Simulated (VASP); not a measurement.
# AlNi3 in VASP: notebook

AlNi3 is run at these levels: PBE; tasks: single point.

All numbers are computed with VASP 6.6.1; they aren't measurements. Logs are shortened: lines on timing, memory, paths and dates and some standing lists are left out, and cuts for length are marked.

**1. The cell of the first run**

The structure is cubic, space group Pm-3m (No. 221). The conventional cell has a = 3.602 Å, b = 3.602 Å, c = 3.602 Å, α = 90.00°, β = 90.00°, γ = 90.00°. Within 3.4 Å of Al (site symmetry m-3m) lie 12 Ni at 2.55 Å. Within 3.4 Å of Ni (site symmetry 4/mmm) lie 4 Al at 2.55 Å and 8 Ni at 2.55 Å.

**2. Single point, PBE, collinear spin, ferromagnetic start (equal strain along all axes, cell held: +1.0 %)**

INCAR

```
PREC = Accurate
ENCUT = 520
EDIFF = 1E-6
ISMEAR = 0
SIGMA = 0.1
LREAL = False
LASPH = True
NELM = 150
ALGO = Fast
ISIF = 2
LWAVE = False
LCHARG = False
ISPIN = 2
MAGMOM = 0 0.3 0.3 0.3
LORBIT = 11
LMAXMIX = 4
GGA = PE
NBANDS = 28
```

KPOINTS

```
Automatic mesh
0
Gamma
  14 14 14
```

POSCAR

```
AlNi3
1.0
    3.6023456533      0.0000000000      0.0000000000
    0.0000000000      3.6023456533      0.0000000000
    0.0000000000      0.0000000000      3.6023456533
Al Ni
1 3
Direct
    0.0000000000      0.0000000000      0.0000000000
    0.0000000000      0.5000000000      0.5000000000
    0.5000000000      0.0000000000      0.5000000000
    0.5000000000      0.5000000000      0.0000000000
```

Potentials or basis: VASP PAW PBE potentials, release 64 (Al, Ni).

Started as:

```console
> cat potpaw_PBE.64/Al/POTCAR potpaw_PBE.64/Ni/POTCAR > POTCAR
> mpirun -np 1 vasp_std > vasp.out
```

OUTCAR:

```text
PREC = Accurate
   ENCUT = 520
   EDIFF = 1E-6
   ISMEAR = 0
   LREAL = False
   LASPH = True
   NELM = 150
   ISIF = 2
   ISPIN = 2
   LORBIT = 11
   GGA = PE

 ion  position               nearest neighbor table
   1  0.000  0.000  0.000-   2 2.55   3 2.55   4 2.55   2 2.55   3 2.55   2 2.55   4 2.55   2 2.55
                             3 2.55   4 2.55   3 2.55   4 2.55
   2  0.000  0.500  0.500-   1 2.55   3 2.55   4 2.55   1 2.55   4 2.55   1 2.55   3 2.55   1 2.55
                             3 2.55   4 2.55   4 2.55   3 2.55
   3  0.500  0.000  0.500-   1 2.55   2 2.55   4 2.55   1 2.55   4 2.55   2 2.55   4 2.55   4 2.55
                             1 2.55   2 2.55   1 2.55   2 2.55
   4  0.500  0.500  0.000-   1 2.55   2 2.55   3 2.55   2 2.55   3 2.55   1 2.55   3 2.55   3 2.55
                             1 2.55   2 2.55   2 2.55   1 2.55

  LATTYP: Found a simple cubic cell.
 ALAT       =     3.6023456533

  Lattice vectors:

 A1 = (   3.6023456533,   0.0000000000,   0.0000000000)
 A2 = (   0.0000000000,   3.6023456533,   0.0000000000)
 A3 = (   0.0000000000,   0.0000000000,   3.6023456533)

Analysis of symmetry for initial positions (statically):
=====================================================================
 Subroutine PRICEL returns:
 Original cell was already a primitive cell.

 Routine SETGRP: Setting up the symmetry group for a
 simple cubic supercell.

 Subroutine GETGRP returns: Found 48 space group operations
 (whereof 48 operations were pure point group operations)
 out of a pool of 48 trial point group operations.

The static configuration has the point symmetry O_h .

Analysis of symmetry for dynamics (positions and initial velocities):
=====================================================================
 Subroutine PRICEL returns:
 Original cell was already a primitive cell.

 Routine SETGRP: Setting up the symmetry group for a
 simple cubic supercell.

 Subroutine GETGRP returns: Found 48 space group operations
 (whereof 48 operations were pure point group operations)
 out of a pool of 48 trial point group operations.

The dynamic configuration has the point symmetry O_h .

Analysis of structural, dynamic, and magnetic symmetry:
=====================================================================
 Subroutine PRICEL returns:
[... 132 lines left out ...]
     AMIX     =   0.40;   BMIX     =  1.00
     AMIX_MAG =   1.60;   BMIX_MAG =  1.00
  volume/ion in A,a.u.               =      11.69        78.87
  Fermi-wavevector in a.u.,A,eV,Ry     =   1.457675  2.754607 28.909890  2.124817
  Thomas-Fermi vector in A             =   2.574449
   LORBIT       =     11    0 simple, 1 ext, 2 COOP (PROOUT), +10 PAW based schemes
   GGA     = PE    functional components
   LHFCALC =     F    Hartree Fock is set to
   AEXX    =    0.0000 exact exchange contribution
   IVDW    =     0    specifies the selected vdW correction
   LEPSILON=     F    determine dielectric tensor
   LRPA    =     F    only Hartree local field effects (RPA)
 spin polarized calculation
 RMM-DIIS sequential band-by-band and
 Gauss-broadening in eV      SIGMA  =   0.10
  energy-cutoff  :      520.00
  volume of cell :       46.75
 maximum number of plane-waves:      1328
 NGX is ok and might be reduce to    28
   NGX = 13   NGY = 13   NGZ = 13

 number of electron      33.0000061 magnetization       0.7218068

 Free energy of the ion-electron system (eV)
  ---------------------------------------------------
  ext. energy  EPLUGINS =         0.00000000
  ---------------------------------------------------
  free energy    TOTEN  =       -21.88375086 eV

  energy without entropy =      -21.86658090  energy(sigma->0) =      -21.87516588

 E-fermi :   9.0412     XC(G=0): -12.4964

 val. band max:        9.0381220071   @ k =   0.5000   0.2143   0.0714
 cond. band min:       9.0451682365   @ k =   0.3571   0.2143   0.0000
 fundamental gap:      0.0070462294
 Fermi energy:         9.0412301064

 spin component 1

 k-point     1 :       0.0000    0.0000    0.0000
  band No.  band energies     occupation
      1      -0.6783      1.00000
      2       4.9365      1.00000
      3       5.5741      1.00000
      4       5.5741      1.00000
      5       5.9005      1.00000
      6       5.9005      1.00000
[... 733 lines left out ...]
     27      22.4697      0.00000
     28      23.2525      0.00000

 [... further k-points ...]

 spin component 2

 k-point     1 :       0.0000    0.0000    0.0000
  band No.  band energies     occupation
      1      -0.7105      1.00000
      2       5.0159      1.00000
      3       5.7294      1.00000
      4       5.7294      1.00000
      5       6.1943      1.00000
      6       6.1943      1.00000
[... 733 lines left out ...]
     27      22.4839      0.00000
     28      23.2615      0.00000

 [... further k-points ...]
[... 5 lines left out ...]
  --------------------------------------------------------------------------------------
  -------------------------------------------------------------------------------------
  Total       -1.4933748     -1.4933748     -1.4933748      0.0000000     -0.0000000      0.0000000
  in kB      -51.1827074    -51.1827074    -51.1827074      0.0000000     -0.0000000      0.0000000
  external PRESSURE =     -51.1827074 kB  Pullay stress =       0.0000000 kB

 VOLUME and BASIS-vectors are now :
 -----------------------------------------------------------------------------
  energy-cutoff  :      520.00
  volume of cell :       46.75
      direct lattice vectors                 reciprocal lattice vectors
     3.602345653  0.000000000  0.000000000     0.277596904  0.000000000  0.000000000
     0.000000000  3.602345653  0.000000000     0.000000000  0.277596904  0.000000000
     0.000000000  0.000000000  3.602345653     0.000000000  0.000000000  0.277596904

 POSITION                                       TOTAL-FORCE (eV/Angst)
 -----------------------------------------------------------------------------------
      0.00000      0.00000      0.00000         0.000000      0.000000      0.000000
      0.00000      1.80117      1.80117         0.000000      0.000000      0.000000
      1.80117      0.00000      1.80117         0.000000      0.000000      0.000000
      1.80117      1.80117      0.00000         0.000000      0.000000      0.000000
 -----------------------------------------------------------------------------------
    total drift:                                0.000000      0.000000      0.000000

  FREE ENERGIE OF THE ION-ELECTRON SYSTEM (eV)
  ---------------------------------------------------
  free  energy   TOTEN  =       -21.8837508554 eV

  energy  without entropy=      -21.8665808964  energy(sigma->0) =      -21.87516588

 total charge

# of ion       s       p       d       tot
------------------------------------------
    1        0.405   0.378   0.000   0.783
    2        0.478   0.486   8.365   9.328
    3        0.478   0.486   8.365   9.328
    4        0.478   0.486   8.365   9.328
--------------------------------------------------
tot          1.839   1.835  25.094  28.768

 magnetization (x)

# of ion       s       p       d       tot
------------------------------------------
    1       -0.001  -0.008   0.000  -0.009
    2       -0.003  -0.010   0.273   0.260
    3       -0.003  -0.010   0.273   0.260
    4       -0.003  -0.010   0.273   0.260
--------------------------------------------------
tot         -0.010  -0.038   0.819   0.771
```

stdout:

```text
POSCAR found type information on POSCAR AlNi
 POSCAR found :  2 types and       4 ions
 scaLAPACK will be used
 LDA part: xc-table for (Slater+PW92), standard interpolation
 POSCAR, INCAR and KPOINTS ok, starting setup
 FFT: planning ... GRIDC
 FFT: planning ... GRID_SOFT
 FFT: planning ... GRID
 WAVECAR not read
 entering main loop
```

It took 4.1 min on 1 thread of Intel Xeon Platinum 8259CL at 2.50GHz (Skylake/Cascade Lake), shared host; peak memory 0.34 GiB.

Results:

| Quantity | Value |
| --- | --- |
| Free energy | -21.8838 eV |
| Pressure | -5.1 GPa |
| Net moment | 0.72 μB per cell |
| Site moments | Al -0.01; Ni +0.26 μB |
| Valence electrons inside the program's atomic spheres | Al 0.78; Ni 9.33 |

Caveat: the cell differs from its parent crystal (equal strain along all axes, cell held: +1.0 %); the cell stands under tension.

**3. Single point, PBE, collinear spin, ferromagnetic start (equal strain along all axes, cell held: +2.0 %)**

INCAR

```
PREC     = Accurate       # precision mode
ENCUT    = 520            # plane-wave cutoff, eV
EDIFF    = 1E-6           # SCF threshold, eV
ISMEAR   = 0              # smearing method
SIGMA    = 0.1            # smearing width, eV
LREAL    = False          # projectors in reciprocal space
LASPH    = True           # aspherical terms in the spheres
NELM     = 150            # most SCF steps
ALGO     = Normal         # electronic algorithm
ISIF     = 2              # what is computed and relaxed
LWAVE    = False          # write WAVECAR
LCHARG   = True           # write CHGCAR
ISPIN    = 2              # spin polarisation
MAGMOM   = 0 0.3 0.3 0.3  # initial moments
LORBIT   = 11             # projections on sites
LMAXMIX  = 4              # l up to which the mixer works
GGA      = PE             # functional
LELF     = True           # ELF
LVHAR    = True         
NBANDS   = 28             # bands
```

KPOINTS is that of step 2.

POSCAR

```
AlNi3
1.0
    3.6380124419      0.0000000000      0.0000000000
    0.0000000000      3.6380124419      0.0000000000
    0.0000000000      0.0000000000      3.6380124419
Al Ni
1 3
Direct
    0.0000000000      0.0000000000      0.0000000000
    0.0000000000      0.5000000000      0.5000000000
    0.5000000000      0.0000000000      0.5000000000
    0.5000000000      0.5000000000      0.0000000000
```

Potentials or basis: VASP PAW PBE potentials, release 64 (Al, Ni).

Started as:

```console
> cat potpaw_PBE.64/Al/POTCAR potpaw_PBE.64/Ni/POTCAR > POTCAR
> mpirun -np 1 vasp_std > vasp.out
```

Run time: 3.8 min. Hardware: 1 thread of Intel Xeon Platinum 8259CL at 2.50GHz (Skylake/Cascade Lake), shared host; peak memory 0.34 GiB.

It converged, with:

```
Free energy                                           : -21.8208 eV
Pressure                                              : -9.3 GPa
Net moment                                            : 0.73 μB per cell
Site moments                                          : Al -0.01; Ni +0.27 μB
Valence electrons inside the program's atomic spheres : Al 0.77; Ni 9.28
```

Levels at points of the mesh, in eV from the Fermi level:
Spin up:
| k point | band 13 | band 14 | band 15 | band 16 | band 17 | band 18 | band 19 | band 20 | band 21 | band 22 |
| --- | --- | --- | --- | --- | --- | --- | --- | --- | --- | --- |
| (0.00, 0.00, 0.00) | -0.28 | -0.13 | -0.13 | -0.13 | 0.86 | 0.86 | 0.86 | 6.19 | 6.19 | 6.65 |
| (0.50, 0.00, 0.00) | -1.15 | -1.08 | -0.98 | -0.49 | -0.13 | 5.16 | 5.16 | 5.38 | 5.38 | 6.22 |
| (0.50, 0.50, 0.00) | -1.21 | -1.11 | -0.94 | -0.91 | -0.55 | 0.72 | 0.72 | 7.64 | 7.86 | 7.86 |
| (0.50, 0.50, 0.50) | -1.20 | -1.00 | -1.00 | -0.28 | -0.28 | -0.28 | -0.05 | 2.94 | 3.70 | 3.70 |
Spin down:
```csv
k point,band 13,band 14,band 15,band 16,band 17,band 18,band 19,band 20
"(0.00, 0.00, 0.00)",0.00,0.32,0.32,0.32,0.82,0.82,0.82,6.28
"(0.50, 0.00, 0.00)",-0.83,-0.83,-0.74,-0.30,0.32,5.21,5.21,5.42
"(0.50, 0.50, 0.00)",-1.02,-0.99,-0.71,-0.52,-0.40,1.02,1.02,7.65
"(0.50, 0.50, 0.50)",-1.04,-0.81,-0.81,-0.08,0.10,0.10,0.10,3.04
```

Caveat: the cell differs from its parent crystal (equal strain along all axes, cell held: +2.0 %); the cell stands under tension.

(Continued in part 2 of 2.)
